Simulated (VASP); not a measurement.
# AlN (series) (Fm-3m) in VASP: notebook

Runs on AlN (series). Level: PBEsol. Tasks: single point.

All numbers are computed with VASP 6.6.1; they aren't measurements. Logs are shortened: lines on timing, memory, paths and dates and some standing lists are left out, and cuts for length are marked.

### 1 The cell of the first run

The structure is cubic, space group Fm-3m (No. 225). Conventional cell: a = 4.069 Å, b = 4.069 Å, c = 4.069 Å, α = 90.00°, β = 90.00°, γ = 90.00°. Al (site symmetry m-3m) has 6 N at 2.03 Å within 2.7 Å. N (site symmetry m-3m) has 6 Al at 2.03 Å within 2.7 Å.

### 2 Single point, PBEsol

The input, INCAR:

```
SYSTEM = AlN
ALGO     = Normal         ! electronic algorithm
EDIFF    = 1E-6           ! SCF threshold, eV
ENCUT    = 600            ! plane-wave cutoff, eV
GGA      = PS             ! functional
GGA_COMPAT= .FALSE.      
ISIF     = 2              ! what is computed and relaxed
ISMEAR   = 0              ! smearing method
LASPH    = .TRUE.         ! aspherical terms in the spheres
LCHARG   = .FALSE.        ! write CHGCAR
LREAL    = .FALSE.        ! projectors in reciprocal space
LWAVE    = .FALSE.        ! write WAVECAR
NBANDS   = 11             ! bands
NELM     = 120            ! most SCF steps
PREC     = Accurate       ! precision mode
SIGMA    = 0.02           ! smearing width, eV
```

The input, KPOINTS:

```
k-points
0
G
  10 10 10
  0 0 0
```

The input, POSCAR:

```
AlN
1.0
    0.0000000000      2.0345180000      2.0345180000
    2.0345180000      0.0000000000      2.0345180000
    2.0345180000      2.0345180000      0.0000000000
Al N
1 1
Direct
    0.5000000000      0.5000000000      0.5000000000
    0.0000000000      0.0000000000      0.0000000000
```

Potentials or basis: VASP PAW PBE potentials, release 64 (Al, N).

Launch:

```
$ cat potpaw_PBE.64/Al/POTCAR potpaw_PBE.64/N/POTCAR > POTCAR
$ mpirun -np 1 vasp_std > vasp.out
```

OUTCAR:

```text
SYSTEM = AlN
   EDIFF = 1E-6
   ENCUT = 600
   GGA = PS
   ISIF = 2
   ISMEAR = 0
   LASPH = .TRUE.
   LREAL = .FALSE.
   NELM = 120
   PREC = Accurate

 ion  position               nearest neighbor table
   1  0.500  0.500  0.500-   2 2.03   2 2.03   2 2.03   2 2.03   2 2.03   2 2.03
   2  0.000  0.000  0.000-   1 2.03   1 2.03   1 2.03   1 2.03   1 2.03   1 2.03

  LATTYP: Found a face centered cubic cell.
 ALAT       =     4.0690360000

  Lattice vectors:

 A1 = (   0.0000000000,   2.0345180000,   2.0345180000)
 A2 = (   2.0345180000,   0.0000000000,   2.0345180000)
 A3 = (   2.0345180000,   2.0345180000,   0.0000000000)

Analysis of symmetry for initial positions (statically):
=====================================================================
 Subroutine PRICEL returns:
 Original cell was already a primitive cell.

 Routine SETGRP: Setting up the symmetry group for a
 face centered cubic supercell.

 Subroutine GETGRP returns: Found 48 space group operations
 (whereof 48 operations were pure point group operations)
 out of a pool of 48 trial point group operations.

The static configuration has the point symmetry O_h .

Analysis of symmetry for dynamics (positions and initial velocities):
=====================================================================
 Subroutine PRICEL returns:
 Original cell was already a primitive cell.

 Routine SETGRP: Setting up the symmetry group for a
 face centered cubic supercell.

 Subroutine GETGRP returns: Found 48 space group operations
 (whereof 48 operations were pure point group operations)
 out of a pool of 48 trial point group operations.

The dynamic configuration has the point symmetry O_h .

 Subroutine INISYM returns: Found 48 space group operations
 (whereof 48 operations are pure point group operations),
 and found     1 'primitive' translations

----------------------------------------------------------------------------------------

                                     Primitive cell

  volume of cell :      16.8428

  direct lattice vectors                    reciprocal lattice vectors
     0.000000000  2.034518000  2.034518000    -0.245758455  0.245758455  0.245758455
     2.034518000  0.000000000  2.034518000     0.245758455 -0.245758455  0.245758455
     2.034518000  2.034518000  0.000000000     0.245758455  0.245758455 -0.245758455

  length of vectors
     2.877242948  2.877242948  2.877242948     0.425666130  0.425666130  0.425666130

  position of ions in fractional coordinates (direct lattice)
     0.500000000  0.500000000  0.500000000
[... 81 lines left out ...]
   NSW    =      0    number of steps for IOM
   IBRION =     -1    ionic relax: 0-MD 1-quasi-New 2-CG
   NFREE  =      0    steps in history (QN), initial steepest desc. (CG)
   ISIF   =      2    stress and relaxation
   ISYM   =      2    0-nonsym 1-usesym 2-fastsym
   POTIM  = 0.5000    time-step for ionic-motion
   TEBEG  =    0.0;   TEEND  =   0.0 temperature during run
   PSTRESS=    0.0 pullay stress
   NELECT =       8.0000    total number of electrons
   NUPDOWN=      -1.0000    fix difference up-down
   EMIN   =  10.00;   EMAX   =-10.00  energy-range for DOS
   EFERMI =   0.00;   METHOD = LEGACY
   ISMEAR =     0;   SIGMA  =   0.02  broadening in eV -4-tet -1-fermi 0-gaus
   EFERMI_NEDOS =   21; number of points for ismear=-14 and -15
   IALGO  =     38    algorithm
   IMIX   =      4    mixing-type and parameters
     AMIX     =   0.40;   BMIX     =  1.00
     AMIX_MAG =   1.60;   BMIX_MAG =  1.00
  volume/ion in A,a.u.               =       8.42        56.83
  Fermi-wavevector in a.u.,A,eV,Ry     =   1.277321  2.413786 22.198561  1.631548
  Thomas-Fermi vector in A             =   2.409927
   LORBIT       =      0    0 simple, 1 ext, 2 COOP (PROOUT), +10 PAW based schemes
   GGA     = PS    functional components
   LHFCALC =     F    Hartree Fock is set to
   AEXX    =    0.0000 exact exchange contribution
   IVDW    =     0    specifies the selected vdW correction
   LEPSILON=     F    determine dielectric tensor
   LRPA    =     F    only Hartree local field effects (RPA)
 non-spin polarized calculation
 Gauss-broadening in eV      SIGMA  =   0.02
  energy-cutoff  :      600.00
  volume of cell :       16.84
 maximum number of plane-waves:       588
   NGX = 11   NGY = 11   NGZ = 11

 number of electron       7.9999999 magnetization

 Free energy of the ion-electron system (eV)
  ---------------------------------------------------
  ext. energy  EPLUGINS =         0.00000000
  ---------------------------------------------------
  free energy    TOTEN  =       -15.44667611 eV

  energy without entropy =      -15.44667611  energy(sigma->0) =      -15.44667611

 E-fermi :   9.7776     XC(G=0): -12.3630

 val. band max:        9.6414580117   @ k =   0.0000   0.0000   0.0000
 cond. band min:      14.0161569980   @ k =   0.5000   0.5000   0.0000
 fundamental gap:      4.3746989862
 Fermi energy:         9.7775884305

 k-point     1 :       0.0000    0.0000    0.0000
  band No.  band energies     occupation
      1      -7.7371      2.00000
      2       9.6415      2.00000
      3       9.6415      2.00000
      4       9.6415      2.00000
      5      15.0404      0.00000
      6      21.6070      0.00000
      7      21.6070      0.00000
      8      21.6070      0.00000
      9      26.6344      0.00000
     10      27.1903      0.00000
     11      27.1903      0.00000
[... 309 lines left out ...]
 k-point    24 :       0.4000    0.3000    0.0000
  band No.  band energies     occupation
      1      -4.7580      2.00000
      2       3.8340      2.00000
      3       6.8658      2.00000
      4       7.3819      2.00000
      5      15.5773      0.00000
      6      16.3868      0.00000
      7      21.5628      0.00000
      8      24.9222      0.00000
      9      25.6598      0.00000
     10      31.1602      0.00000
     11      34.0041      0.00000

 [... further k-points ...]
[... 5 lines left out ...]
  --------------------------------------------------------------------------------------
  -------------------------------------------------------------------------------------
  Total       -0.4964986     -0.4964986     -0.4964986      0.0000000      0.0000000      0.0000000
  in kB      -47.2295723    -47.2295723    -47.2295723      0.0000000      0.0000000      0.0000000
  external PRESSURE =     -47.2295723 kB  Pullay stress =       0.0000000 kB

 VOLUME and BASIS-vectors are now :
 -----------------------------------------------------------------------------
  energy-cutoff  :      600.00
  volume of cell :       16.84
      direct lattice vectors                 reciprocal lattice vectors
     0.000000000  2.034518000  2.034518000    -0.245758455  0.245758455  0.245758455
     2.034518000  0.000000000  2.034518000     0.245758455 -0.245758455  0.245758455
     2.034518000  2.034518000  0.000000000     0.245758455  0.245758455 -0.245758455

 POSITION                                       TOTAL-FORCE (eV/Angst)
 -----------------------------------------------------------------------------------
      2.03452      2.03452      2.03452         0.000000     -0.000000      0.000000
      0.00000      0.00000      0.00000         0.000000      0.000000      0.000000
 -----------------------------------------------------------------------------------
    total drift:                                0.000000     -0.000000     -0.000000

  FREE ENERGIE OF THE ION-ELECTRON SYSTEM (eV)
  ---------------------------------------------------
  free  energy   TOTEN  =       -15.4466761097 eV

  energy  without entropy=      -15.4466761097  energy(sigma->0) =      -15.44667611
```

OSZICAR:

```text
N       E                     dE             d eps       ncg     rms          rms(c)
DAV:   1     0.826899210387E+01    0.82690E+01   -0.44032E+03  1034   0.751E+02
DAV:   2    -0.163152324806E+02   -0.24584E+02   -0.23497E+02  1287   0.144E+02
DAV:   3    -0.170413537047E+02   -0.72612E+00   -0.72412E+00  1270   0.210E+01
DAV:   4    -0.170441137943E+02   -0.27601E-02   -0.27598E-02  1160   0.134E+00
DAV:   5    -0.170441346735E+02   -0.20879E-04   -0.20879E-04  1223   0.125E-01    0.720E+00
DAV:   6    -0.154851773574E+02    0.15590E+01   -0.68043E+00  1190   0.142E+01    0.266E+00
DAV:   7    -0.154604376855E+02    0.24740E-01   -0.15124E-01  1160   0.285E+00    0.171E+00
DAV:   8    -0.154469601457E+02    0.13478E-01   -0.14289E-02  1082   0.116E+00    0.337E-01
DAV:   9    -0.154466558267E+02    0.30432E-03   -0.13270E-03  1208   0.230E-01    0.153E-01
DAV:  10    -0.154466796546E+02   -0.23828E-04   -0.71607E-05  1157   0.619E-02    0.348E-02
DAV:  11    -0.154466763376E+02    0.33170E-05   -0.84446E-06  1154   0.177E-02    0.614E-03
DAV:  12    -0.154466761097E+02    0.22787E-06   -0.30922E-07   610   0.490E-03
   1 F= -.15446676E+02 E0= -.15446676E+02  d E =-.256532E-24
```

Wall time 8.7 s (1 thread of Intel Xeon 8259CL, shared host); peak memory 0.13 GiB.

Results:

| Item | Value |
| --- | --- |
| Free energy | -15.4467 eV |
| Pressure | -4.7 GPa |
| Band gap on the k mesh | 4.37 eV, indirect (least direct gap 5.40 eV) |

Levels at points of the mesh, in eV from the valence-band top:
| k point | band 1 | band 2 | band 3 | band 4 | band 5 | band 6 | band 7 | band 8 | band 9 |
| --- | --- | --- | --- | --- | --- | --- | --- | --- | --- |
| (0.00, 0.00, 0.00) | -17.38 | 0.00 | 0.00 | 0.00 | 5.40 | 11.97 | 11.97 | 11.97 | 16.99 |
| (0.50, 0.00, 0.00) | -14.15 | -8.25 | -1.06 | -1.06 | 5.92 | 10.75 | 10.75 | 12.97 | 15.75 |
| (0.50, 0.50, 0.00) | -13.18 | -7.32 | -2.77 | -2.77 | 4.37 | 5.17 | 13.74 | 16.86 | 16.86 |

Caveat: the PAW data sets were made with another functional, which shifts forces and pressure a little.

### 3 Single point, PBEsol

The input, INCAR:

```
ALGO = Normal
EDIFF = 1E-6
ENCUT = 600
GGA = PS
GGA_COMPAT = False
ISIF = 2
ISMEAR = 0
LASPH = True
LCHARG = False
LREAL = False
LWAVE = False
NBANDS = 11
NELM = 120
PREC = Accurate
SIGMA = 0.02
```

The input, KPOINTS:

```
k-points
0
Gamma
  12 12 12
```

POSCAR is that of step 2.

Potentials or basis: VASP PAW PBE potentials, release 64 (Al, N).

Launch:

```
$ cat potpaw_PBE.64/Al/POTCAR potpaw_PBE.64/N/POTCAR > POTCAR
$ mpirun -np 1 vasp_std > vasp.out
```

Run time: 12 s. Hardware: 1 thread of Intel Xeon 8259CL, shared host; peak memory 0.14 GiB.

It converged, with:

* Free energy: -15.4467 eV
* Pressure: -4.7 GPa
* Band gap on the k mesh: 4.37 eV, indirect (least direct gap 5.40 eV)

Levels at points of the mesh, in eV from the valence-band top:
| k point | band 1 | band 2 | band 3 | band 4 | band 5 | band 6 | band 7 | band 8 | band 9 |
| --- | --- | --- | --- | --- | --- | --- | --- | --- | --- |
| (0.00, 0.00, 0.00) | -17.38 | 0.00 | 0.00 | 0.00 | 5.40 | 11.97 | 11.97 | 11.97 | 16.99 |
| (0.50, 0.00, 0.00) | -14.15 | -8.25 | -1.06 | -1.06 | 5.92 | 10.75 | 10.75 | 12.97 | 15.75 |
| (0.50, 0.50, 0.00) | -13.18 | -7.32 | -2.77 | -2.77 | 4.37 | 5.17 | 13.74 | 16.86 | 16.86 |

Caveat: the PAW data sets were made with another functional, which shifts forces and pressure a little.

### 4 Single point, PBEsol

The input, INCAR:

```
PREC = Accurate
ENCUT = 600
EDIFF = 1E-6
ISMEAR = 0
SIGMA = 0.02
LREAL = False
LASPH = True
NELM = 120
ALGO = Normal
ISIF = 2
LWAVE = False
LCHARG = False
GGA = PS
NBANDS = 11
GGA_COMPAT = False
```

The input, KPOINTS:

```
Automatic mesh
0
Gamma
  16 16 16
```

POSCAR is that of step 3.

Launch:

```
$ cat potpaw_PBE.64/Al/POTCAR potpaw_PBE.64/N/POTCAR > POTCAR
$ mpirun -np 1 vasp_std > vasp.out
```

It took 24 s on 1 thread of Intel Xeon 8259CL, shared host; peak memory 0.16 GiB.

The run converged. Its results:

```
Free energy            : -15.4467 eV
Pressure               : -4.7 GPa
Band gap on the k mesh : 4.37 eV, indirect (least direct gap 5.40 eV)
```

Levels at points of the mesh, in eV from the valence-band top:
```
           k point  band 1  band 2  band 3  band 4  band 5  band 6  band 7  band 8
(0.00, 0.00, 0.00)  -17.38    0.00    0.00    0.00    5.40   11.97   11.97   11.97
(0.50, 0.00, 0.00)  -14.15   -8.25   -1.06   -1.06    5.92   10.75   10.75   12.97
(0.50, 0.50, 0.00)  -13.18   -7.32   -2.77   -2.77    4.37    5.17   13.74   16.86
```

Caveat: the PAW data sets were made with another functional, which shifts forces and pressure a little. PBEsol gaps usually lie below the measured ones, often by a third to a half.

### 5 Summary

| k mesh | gap on the mesh (eV) | pressure (GPa) |
| --- | --- | --- |
| 10 × 10 × 10 | 4.37 | -4.7 |
| 12 × 12 × 12 | 4.37 | -4.7 |
| 16 × 16 × 16 | 4.37 | -4.7 |

Alike in all rows: task single point; level PBEsol; potentials or basis VASP PAW PBE potentials, release 64 (Al, N); no spin polarisation; cell as given; cutoff (eV) 600; smearing gaussian 0.02 eV.

On the cell as given the gap runs from 4.37 eV (PBEsol) to 4.37 eV (PBEsol); the meshes differ, which moves gaps too.

Caveats: the PAW data sets were made with another functional, which shifts forces and pressure a little.

Total energies depend on the potentials used, so only differences within one code and one set of settings carry meaning.
